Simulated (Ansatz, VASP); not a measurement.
## Two plane-wave programs on Ir

The input INCAR:

```
PREC = Accurate
ENCUT = 600
EDIFF = 1E-7
ISMEAR = 1
SIGMA = 0.1
LREAL = F
LASPH = T
NELM = 100
ALGO = Normal
ISIF = 3
LWAVE = F
LCHARG = F
GGA = PE
IBRION = 2
NSW = 80
EDIFFG = -0.005
```

The input KPOINTS:

```
regular mesh
0
Gamma
  17 17 17
```

File POSCAR:

```
Ir
1.0
    0.0000000000      1.9269647000      1.9269647000
    1.9269647000      0.0000000000      1.9269647000
    1.9269647000      1.9269647000      0.0000000000
Ir
1
Direct
    0.0000000000      0.0000000000      0.0000000000
```

Input for Ansatz:

```yaml
crystal:
  lattice:
    - [0.0, 1.9269647, 1.9269647]
    - [1.9269647, 0.0, 1.9269647]
    - [1.9269647, 1.9269647, 0.0]
  atoms:
    - { symbol: Ir, position: [0.0, 0.0, 0.0] }
basis:
  ecutwfc: 420
  xc_grid: 2
hamiltonian:
  xc: pbe
  pseudopotentials: { kind: paw, azcp: { folder: soft_1 } }
kpoints:
  mp_grid: { grid: [17, 17, 17] }
scf:
  occupations: { method: methfessel_paxton, width: 0.1 }
  max_iter: 120
relax:
  f_tol: 0.005
  max_steps: 60
  cell: {}
output:
  forces: true
  stress: true
checkpoint:
  write: "../cell.run"
  compress: false
  write_wavefunctions: false
  write_every: 100000
```

Alike in both runs: task relaxation of cell and atoms; functional PBE; k mesh 17 × 17 × 17; occupations methfessel-paxton of order 1, width 0.1 eV; no spin polarisation.

```csv
,VASP,Ansatz
version,VASP 6.6.1,Ansatz 0.2.0
potentials or method,"VASP PAW PBE potentials, release 64 (Ir), cutoff 600 eV",plane-wave PAW DFT
valence electrons in the cell,9,17
```

VASP gave:

- relaxed volume (Å³/atom): 14.52
- relaxed cell length with the largest relative difference (Å): 2.738

What did Ansatz give for the same quantities?

Relaxed volume (Å³/atom): 14.49; relaxed cell length with the largest relative difference (Å): 2.737.

VASP's potentials hold 9 valence electrons a cell and Ansatz's 17, so a difference there can come from the potentials and not from the codes.

Neither program's run includes spin-orbit coupling.
